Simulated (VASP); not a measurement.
# In (I4/mmm) in VASP: settings compared

In is run at these levels: PBE+D4, revPBE, BLYP; tasks: single point, relaxation of cell and atoms.

Program: VASP 6.6.1. These are calculated values, not measurements. Logs are shortened: lines on timing, memory, paths and dates and some standing lists are left out, and cuts for length are marked.

### 1 The cell of the first run

The typed cell holds 1 atom: a = 3.327 Å, b = 3.327 Å, c = 3.327 Å, α = 119.97°, β = 119.97°, γ = 90.05°.

### 2 Single point, PBE+D4

INCAR reads:

```
PREC     = Accurate       # precision mode
ENCUT    = 520            # plane-wave cutoff, eV
EDIFF    = 1E-6           # SCF threshold, eV
ISMEAR   = -1             # smearing method
SIGMA    = 0.05           # smearing width, eV
LREAL    = F              # projectors in reciprocal space
LASPH    = T              # aspherical terms in the spheres
NELM     = 80             # most SCF steps
ALGO     = Fast           # electronic algorithm
ISIF     = 2              # what is computed and relaxed
LWAVE    = F              # write WAVECAR
LCHARG   = T              # write CHGCAR
GGA      = PE             # functional
IVDW     = 13             # dispersion correction
LELF     = T              # ELF
LVHAR    = T            
NBANDS   = 12             # bands
```

KPOINTS reads:

```
Automatic mesh
0
Gamma
  11 11 11
```

POSCAR reads:

```
In
1.0
   -1.6641380301      1.6641380301      2.3515973085
    1.6641380301     -1.6641380301      2.3515973085
    1.6641380301      1.6641380301     -2.3515973085
In
1
Direct
    0.0000000000      0.0000000000      0.0000000000
```

Potentials or basis: VASP PAW PBE potentials, release 64 (In_d).

On the command line:

```bash
cat potpaw_PBE.64/In_d/POTCAR > POTCAR
mpirun -np 1 vasp_std > vasp.out
```

OUTCAR:

```text
PREC = Accurate
   ENCUT = 520
   EDIFF = 1E-6
   ISMEAR = -1
   LREAL = F
   LASPH = T
   NELM = 80
   ISIF = 2
   GGA = PE
   IVDW = 13

 ion  position               nearest neighbor table
   1  0.000  0.000  0.000-

  LATTYP: Found a body centered tetragonal cell.
 ALAT       =     3.3282760602
 C/A-ratio  =     1.4131023184

  Lattice vectors:

 A1 = (  -1.6641380301,   1.6641380301,   2.3515973085)
 A2 = (   1.6641380301,  -1.6641380301,   2.3515973085)
 A3 = (   1.6641380301,   1.6641380301,  -2.3515973085)

Analysis of symmetry for initial positions (statically):
=====================================================================
 Subroutine PRICEL returns:
 Original cell was already a primitive cell.

 Routine SETGRP: Setting up the symmetry group for a
 body centered tetragonal supercell.

 Subroutine GETGRP returns: Found 16 space group operations
 (whereof 16 operations were pure point group operations)
 out of a pool of 16 trial point group operations.

The static configuration has the point symmetry D_4h.

Analysis of symmetry for dynamics (positions and initial velocities):
=====================================================================
 Subroutine PRICEL returns:
 Original cell was already a primitive cell.

 Routine SETGRP: Setting up the symmetry group for a
 body centered tetragonal supercell.

 Subroutine GETGRP returns: Found 16 space group operations
 (whereof 16 operations were pure point group operations)
 out of a pool of 16 trial point group operations.

The dynamic configuration has the point symmetry D_4h.

 Subroutine INISYM returns: Found 16 space group operations
 (whereof 16 operations are pure point group operations),
 and found     1 'primitive' translations

----------------------------------------------------------------------------------------

                                     Primitive cell

  volume of cell :      26.0496

  direct lattice vectors                    reciprocal lattice vectors
    -1.664138030  1.664138030  2.351597309     0.000000000  0.300455846  0.212621437
     1.664138030 -1.664138030  2.351597309     0.300455846  0.000000000  0.212621437
     1.664138030  1.664138030 -2.351597309     0.300455846  0.300455846  0.000000000

  length of vectors
     3.326968691  3.326968691  3.326968691     0.368078241  0.368078241  0.424908733

  position of ions in fractional coordinates (direct lattice)
     0.000000000  0.000000000  0.000000000

  ion indices of the primitive-cell ions
   primitive index   ion index
                 1           1

----------------------------------------------------------------------------------------

 KPOINTS: Automatic mesh

Automatic generation of k-mesh.
 Grid dimensions read from file:
 generate k-points for:   11   11   11

 Generating k-lattice:

  Cartesian coordinates                     Fractional coordinates (reciprocal lattice)
     0.000000000  0.027314168  0.019329222     0.090909091  0.000000000 -0.000000000
     0.027314168  0.000000000  0.019329222     0.000000000  0.090909091 -0.000000000
     0.027314168  0.027314168  0.000000000     0.000000000  0.000000000  0.090909091

  Length of vectors
     0.033461658  0.033461658  0.038628067

  Shift w.r.t. Gamma in fractional coordinates (k-lattice)
     0.000000000  0.000000000  0.000000000

 Subroutine IBZKPT returns following result:
 ===========================================

 Found    126 irreducible k-points:

 Following reciprocal coordinates:
            Coordinates               Weight
  0.000000  0.000000  0.000000      1.000000
  0.090909 -0.000000  0.000000      8.000000
  0.181818  0.000000  0.000000      8.000000
  0.272727  0.000000  0.000000      8.000000
  0.363636 -0.000000  0.000000      8.000000
  0.454545  0.000000  0.000000      8.000000
[... 16 lines left out ...]
 -0.272727  0.181818  0.000000     16.000000
 -0.181818  0.181818  0.000000      4.000000
 [... further k-points ...]
   k-points           NKPTS =    126   k-points in BZ     NKDIM =    126   number of bands    NBANDS=     12
   number of dos      NEDOS =    301   number of ions     NIONS =      1
   total plane-waves  NPLWV =  21952
   dimension x,y,z NGX =    28 NGY =   28 NGZ =   28
   dimension x,y,z NGXF=    56 NGYF=   56 NGZF=   56
   ions per type =               1
   NGX,Y,Z   is equivalent  to a cutoff of  13.99, 13.99, 13.99 a.u.
   NGXF,Y,Z  is equivalent  to a cutoff of  27.98, 27.98, 27.98 a.u.
 SYSTEM =  unknown system
   PREC   = accura    normal or accurate (medium, high low for compatibility)
   ISTART =      0    job   : 0-new  1-cont  2-samecut
   ICHARG =      2    charge: 1-file 2-atom 10-const
   ISPIN  =      1    spin polarized calculation?
   LNONCOLLINEAR =      F non collinear calculations
   LSORBIT =      F    spin-orbit coupling
   LASPH  =      T    aspherical Exc in radial PAW
   ENCUT  =  520.0 eV  38.22 Ry    6.18 a.u.   6.19  6.19  6.19*2*pi/ulx,y,z
   NELM   =     80;   NELMIN=  2; NELMDL= -5     # of ELM steps
   EDIFF  = 0.1E-05   stopping-criterion for ELM
   LREAL  =      F    real-space projection
   EDIFFG = 0.1E-04   stopping-criterion for IOM
   NSW    =      0    number of steps for IOM
   IBRION =     -1    ionic relax: 0-MD 1-quasi-New 2-CG
   NFREE  =      0    steps in history (QN), initial steepest desc. (CG)
   ISIF   =      2    stress and relaxation
   ISYM   =      2    0-nonsym 1-usesym 2-fastsym
   POTIM  = 0.5000    time-step for ionic-motion
   TEBEG  =    0.0;   TEEND  =   0.0 temperature during run
   PSTRESS=    0.0 pullay stress
   NELECT =      13.0000    total number of electrons
   NUPDOWN=      -1.0000    fix difference up-down
   EMIN   =  10.00;   EMAX   =-10.00  energy-range for DOS
   EFERMI =   0.00;   METHOD = LEGACY
   ISMEAR =    -1;   SIGMA  =   0.05  broadening in eV -4-tet -1-fermi 0-gaus
   EFERMI_NEDOS =   21; number of points for ismear=-14 and -15
   IALGO  =     68    algorithm
   IMIX   =      4    mixing-type and parameters
     AMIX     =   0.40;   BMIX     =  1.00
     AMIX_MAG =   1.60;   BMIX_MAG =  1.00
  volume/ion in A,a.u.               =      26.05       175.79
  Fermi-wavevector in a.u.,A,eV,Ry     =   1.298540  2.453885 22.942235  1.686207
  Thomas-Fermi vector in A             =   2.429862
   LORBIT       =      0    0 simple, 1 ext, 2 COOP (PROOUT), +10 PAW based schemes
   GGA     = PE    functional components
   LHFCALC =     F    Hartree Fock is set to
   AEXX    =    0.0000 exact exchange contribution
   IVDW    =    13    specifies the selected vdW correction
   LEPSILON=     F    determine dielectric tensor
   LRPA    =     F    only Hartree local field effects (RPA)
 non-spin polarized calculation
 RMM-DIIS sequential band-by-band and
  energy-cutoff  :      520.00
  volume of cell :       26.05
 maximum number of plane-waves:       725
 NGX is ok and might be reduce to    28
   NGX = 13   NGY = 13   NGZ = 13

 number of electron      13.0000004 magnetization

 Free energy of the ion-electron system (eV)
  ---------------------------------------------------
  ext. energy  EPLUGINS =         0.00000000
  ---------------------------------------------------
  free energy    TOTEN  =        -2.55139911 eV

  energy without entropy =       -2.54633009  energy(sigma->0) =       -2.54886460

 E-fermi :   7.6002     XC(G=0): -10.2746

 val. band max:        7.5375820492   @ k =  -0.2727   0.3636   0.1818
 cond. band min:       7.6070800174   @ k =   0.2727   0.2727   0.1818
 fundamental gap:      0.0694979682
 Fermi energy:         7.6002454972

 k-point     1 :       0.0000    0.0000    0.0000
  band No.  band energies     occupation
      1      -7.0704      2.00000
      2      -7.0704      2.00000
      3      -7.0694      2.00000
      4      -6.8972      2.00000
      5      -6.8961      2.00000
      6      -2.0023      2.00000
      7      18.1843      0.00000
      8      18.1864      0.00000
      9      18.1864      0.00000
     10      19.0979      0.00000
     11      21.5955      0.00000
     12      21.5964      0.00000

 k-point     2 :       0.0909   -0.0000    0.0000
  band No.  band energies     occupation
      1      -7.0726      2.00000
      2      -7.0565      2.00000
      3      -7.0558      2.00000
      4      -6.8985      2.00000
      5      -6.8975      2.00000
      6      -1.8207      2.00000
      7      16.1255      0.00000
      8      17.8715      0.00000
      9      17.8723      0.00000
     10      18.9102      0.00000
     11      22.1444      0.00000
     12      22.1473      0.00000

 k-point     3 :       0.1818    0.0000    0.0000
  band No.  band energies     occupation
      1      -7.0822      2.00000
      2      -7.0319      2.00000
      3      -7.0311      2.00000
      4      -6.8888      2.00000
      5      -6.8881      2.00000
      6      -1.2695      2.00000
      7      12.9896      0.00000
      8      17.2632      0.00000
      9      17.2680      0.00000
     10      18.8141      0.00000
     11      22.4326      0.00000
     12      22.7141      0.00000
[... 286 lines left out ...]
 k-point    23 :      -0.2727    0.1818    0.0000
  band No.  band energies     occupation
      1      -7.1523      2.00000
      2      -7.0080      2.00000
      3      -6.9371      2.00000
      4      -6.9201      2.00000
      5      -6.8212      2.00000
      6      -0.3470      2.00000
      7      12.4263      0.00000
      8      14.2894      0.00000
      9      15.0840      0.00000
     10      16.9702      0.00000
     11      18.1935      0.00000
     12      25.2699      0.00000

 k-point    24 :      -0.1818    0.1818    0.0000
  band No.  band energies     occupation
      1      -7.1348      2.00000
      2      -6.9702      2.00000
      3      -6.9680      2.00000
      4      -6.9675      2.00000
      5      -6.8543      2.00000
      6      -1.0271      2.00000
      7      15.0206      0.00000
      8      15.0233      0.00000
      9      15.7226      0.00000
     10      17.0318      0.00000
     11      18.4318      0.00000
     12      25.3615      0.00000

 [... further k-points ...]

------------------------ aborting loop because EDIFF is reached ----------------------------------------

  DFT-D4 for vdW energy calculation

  Edisp (eV):   -0.35906

  FORCE on cell =-STRESS in cart. coord.  units (eV):
  Direction    XX          YY          ZZ          XY          YZ          ZX
  --------------------------------------------------------------------------------------
  -------------------------------------------------------------------------------------
  Total      -0.01106    -0.01106    -0.01024     0.00000     0.00000     0.00000
  in kB      -0.68012    -0.68012    -0.62993     0.00000     0.00000     0.00000
  external pressure =       -0.66 kB  Pullay stress =        0.00 kB

 VOLUME and BASIS-vectors are now :
 -----------------------------------------------------------------------------
  energy-cutoff  :      520.00
  volume of cell :       26.05
      direct lattice vectors                 reciprocal lattice vectors
    -1.664138030  1.664138030  2.351597309     0.000000000  0.300455846  0.212621437
     1.664138030 -1.664138030  2.351597309     0.300455846  0.000000000  0.212621437
     1.664138030  1.664138030 -2.351597309     0.300455846  0.300455846  0.000000000

 POSITION                                       TOTAL-FORCE (eV/Angst)
 -----------------------------------------------------------------------------------
      0.00000      0.00000      0.00000         0.000000      0.000000      0.000000
 -----------------------------------------------------------------------------------
    total drift:                               -0.000000      0.000000      0.000000

  FREE ENERGIE OF THE ION-ELECTRON SYSTEM (eV)
  ---------------------------------------------------
  free  energy   TOTEN  =        -2.9104577724 eV

  energy  without entropy=       -2.9053887488  energy(sigma->0) =       -2.90792326
```

Wall time 29 s (1 thread of AMD EPYC 9R45 (Zen 5), shared host); peak memory 0.15 GiB.

What came out:

```yaml
Free_energy: -2.9105 eV
Pressure: -0.1 GPa
Dispersion_energy_per_atom: -0.359 eV
```

Caveat: spin-orbit coupling is left out, which moves the levels of the heavy elements; pairwise dispersion overbinds metals, which lowers pressure and volume.

### 3 Single point, revPBE

This run uses another cell than the first one, of 28.41 Å³/atom, 1.091 times its volume.

INCAR reads:

```
ALGO = Fast
EDIFF = 1E-7
ENCUT = 520
GGA = RE
ISIF = 2
ISMEAR = -1
LASPH = T
LCHARG = F
LREAL = F
LWAVE = F
NBANDS = 12
NELM = 80
PREC = Accurate
SIGMA = 0.05
```

KPOINTS reads:

```
k-points
0
Gamma
  11 11 11
```

POSCAR reads:

```
In
1.0
   -1.6767588208      1.6767588208      2.5265197553
    1.6767588208     -1.6767588208      2.5265197553
    1.6767588208      1.6767588208     -2.5265197553
In
1
Direct
    0.0000000000      0.0000000000      0.0000000000
```

Potentials or basis: VASP PAW PBE potentials, release 64 (In_d).

On the command line:

```bash
cat potpaw_PBE.64/In_d/POTCAR > POTCAR
mpirun -np 1 vasp_std > vasp.out
```

Wall time 30 s (1 thread of AMD EPYC 9R45 (Zen 5), shared host); peak memory 0.15 GiB.

Results (log left out):

```
Free energy : -2.2604 eV
Pressure    : 0.0 GPa
```

Levels at points of the mesh, in eV from the Fermi level:
```
           k point  band 4  band 5  band 6  band 7  band 8  band 9
(0.00, 0.00, 0.00)  -14.54  -14.47   -9.02    9.81    9.81    9.94
```

Caveat: the PAW data sets were made with another functional, which shifts forces and pressure a little; spin-orbit coupling is left out, which moves the levels of the heavy elements.

### 4 Relaxation of cell and atoms, revPBE

This run uses another cell than the first one, of 26.14 Å³/atom, 1.004 times its volume.

INCAR reads:

```
ALGO = Normal
EDIFF = 1E-6
EDIFFG = -0.01
ENCUT = 600
GGA = RE
IBRION = 2
ISIF = 3
ISMEAR = -1
LASPH = True
LCHARG = False
LREAL = False
LWAVE = False
NELM = 60
NSW = 60
PREC = Accurate
SIGMA = 0.05
```

KPOINTS is that of step 3.

POSCAR reads:

```
In
1.0
   -1.6254700000      1.6254700000      2.4737000000
    1.6254700000     -1.6254700000      2.4737000000
    1.6254700000      1.6254700000     -2.4737000000
In
1
Direct
    0.0000000000      0.0000000000      0.0000000000
```

On the command line:

```bash
cat potpaw_PBE.64/In_d/POTCAR > POTCAR
mpirun -np 1 vasp_std > vasp.out
```

It took 42 s on 1 thread of AMD EPYC 9R45 (Zen 5), shared host; peak memory 0.16 GiB.

Results (log left out):

```yaml
Free_energy: -2.2599 eV
Relaxed_volume: 28.42 Å³/atom
Relaxed_cell: a = 3.469 Å, b = 3.469 Å, c = 3.469 Å, α = 122.27°, β = 122.27°, γ = 86.11°
Space_group_after_relaxing_to_0.05_Å: I4/mmm (No. 139)
Energy_gained_by_relaxing: 21.5 meV/atom
Ionic_steps: 3
Pressure_after_relaxing: 0.0 GPa
```

Step by step:
```csv
step,energy change (eV),largest force (eV/Å),pressure (GPa),volume (Å³)
1,0.0000,0.0000,3.25,26.14
2,-0.0214,0.0000,0.24,28.20
3,-0.0215,0.0000,-0.01,28.42
```

Final structure:
```cif
data_structure
_symmetry_space_group_name_H-M 'P 1'
_symmetry_Int_Tables_number 1
_cell_length_a 3.4686
_cell_length_b 3.4686
_cell_length_c 3.4686
_cell_angle_alpha 122.270
_cell_angle_beta 122.270
_cell_angle_gamma 86.111
_cell_volume 28.42
loop_
_atom_site_label
_atom_site_type_symbol
_atom_site_fract_x
_atom_site_fract_y
_atom_site_fract_z
_atom_site_occupancy
In1 In 0.00000 0.00000 0.00000 1
```

Levels at points of the mesh, in eV from the Fermi level:
| k point | band 3 | band 4 | band 5 | band 6 | band 7 | band 8 | band 9 | band 10 |
| --- | --- | --- | --- | --- | --- | --- | --- | --- |
| (0.00, 0.00, 0.00) | -14.61 | -14.54 | -14.46 | -9.02 | 9.81 | 9.81 | 9.94 | 11.31 |

Caveat: the PAW data sets were made with another functional, which shifts forces and pressure a little; spin-orbit coupling is left out, which moves the levels of the heavy elements.

### 5 Relaxation of cell and atoms, BLYP

This run uses another cell than the first one, of 26.14 Å³/atom, 1.004 times its volume.

INCAR reads:

```
PREC = Accurate
ENCUT = 600
EDIFF = 1E-6
ISMEAR = -1
SIGMA = 0.05
LREAL = F
LASPH = T
NELM = 60
ALGO = Normal
ISIF = 3
LWAVE = F
LCHARG = F
GGA = B5
ALDAX = 1.0
AGGAX = 1.0
AGGAC = 1.0
ALDAC = 0.0
IBRION = 2
NSW = 60
EDIFFG = -0.01
```

KPOINTS reads:

```
Automatic mesh
0
Gamma
  11 11 11
```

POSCAR is that of step 4.

On the command line:

```bash
cat potpaw_PBE.64/In_d/POTCAR > POTCAR
mpirun -np 1 vasp_std > vasp.out
```

Run time: 3 min. Hardware: 1 thread of AMD EPYC 9R45 (Zen 5), shared host; peak memory 0.16 GiB.

The run converged. Its results:

* Free energy: -1.8665 eV
* Relaxed volume: 31.17 Å³/atom
* Relaxed cell: a = 3.626 Å, b = 3.626 Å, c = 3.626 Å, α = 124.42°, β = 124.42°, γ = 82.50°
* Space group after relaxing (to 0.05 Å): I4/mmm (No. 139)
* Energy gained by relaxing: 83.8 meV/atom
* Ionic steps: 11
* Pressure after relaxing: 0.0 GPa

The path:
```tsv
step	energy change (eV)	largest force (eV/Å)	pressure (GPa)	volume (Å³)
1	0.0000	0.0000	6.25	26.14
2	-0.0792	0.0000	0.75	30.19
3	-0.0810	0.0000	-0.22	31.30
4	-0.0811	0.0000	0.02	31.05
5	-0.0811	0.0000	-0.05	31.15
6	-0.0819	0.0000	-0.07	31.17
7	-0.0831	0.0000	-0.09	31.22
8	-0.0838	0.0000	-0.07	31.29
9	-0.0838	0.0000	-0.11	31.28
10	-0.0838	0.0000	0.07	31.06
11	-0.0838	0.0000	-0.01	31.17
```

Final structure:
```yaml
crystal:
  lattice:
    - [-1.69071, 1.69071, 2.72622]
    - [1.69071, -1.69071, 2.72622]
    - [1.69071, 1.69071, -2.72622]
  atoms:
    - { symbol: In, position: [0.00000, 0.00000, 0.00000] }
```

Levels at points of the mesh, in eV from the Fermi level:
```tsv
k point	band 3	band 4	band 5	band 6	band 7	band 8	band 9	band 10
(0.00, 0.00, 0.00)	-14.48	-14.48	-14.36	-8.41	8.77	8.85	8.85	11.66
```

Caveat: the volume moved by over 15 % at a fixed basis, so the end points are rough; the PAW data sets were made with another functional, which shifts forces and pressure a little; spin-orbit coupling is left out, which moves the levels of the heavy elements; the volume moved by +19 % from the deposited cell, more than functionals usually miss. Zero-point motion and thermal expansion aren't in these numbers.

### 6 Summary

```tsv
task	level	cell	cutoff (eV)	gap on the mesh (eV)	pressure (GPa)	relaxed volume (Å³/atom)
single point	PBE+D4	a = 3.327 Å, angles 120.0, 120.0, 90.0°, 1 atom	520	none	-0.1	-
single point	revPBE	a = 3.465 Å, angles 122.1, 122.1, 86.4°, 1 atom	520	none	0.0	-
relaxation of cell and atoms	revPBE	relaxed from a = 3.377 Å, angles 122.5, 122.5, 85.8°, 1 atom	600	none	0.0	28.42
relaxation of cell and atoms	BLYP	relaxed from a = 3.377 Å, angles 122.5, 122.5, 85.8°, 1 atom	600	none	0.0	31.17
```

Alike in all rows: potentials or basis VASP PAW PBE potentials, release 64 (In_d); no spin polarisation; k mesh 11 × 11 × 11; smearing fermi-dirac 0.05 eV.

Caveats: spin-orbit coupling is left out, which moves the levels of the heavy elements; the PAW data sets were made with another functional, which shifts forces and pressure a little (some runs); pairwise dispersion overbinds metals, which lowers pressure and volume (some runs); the volume moved by over 15 % at a fixed basis, so the end points are rough (some runs); the volume moved by +19 % from the deposited cell, more than functionals usually miss (some runs).

Total energies depend on the potentials used, so only differences within one code and one set of settings carry meaning.
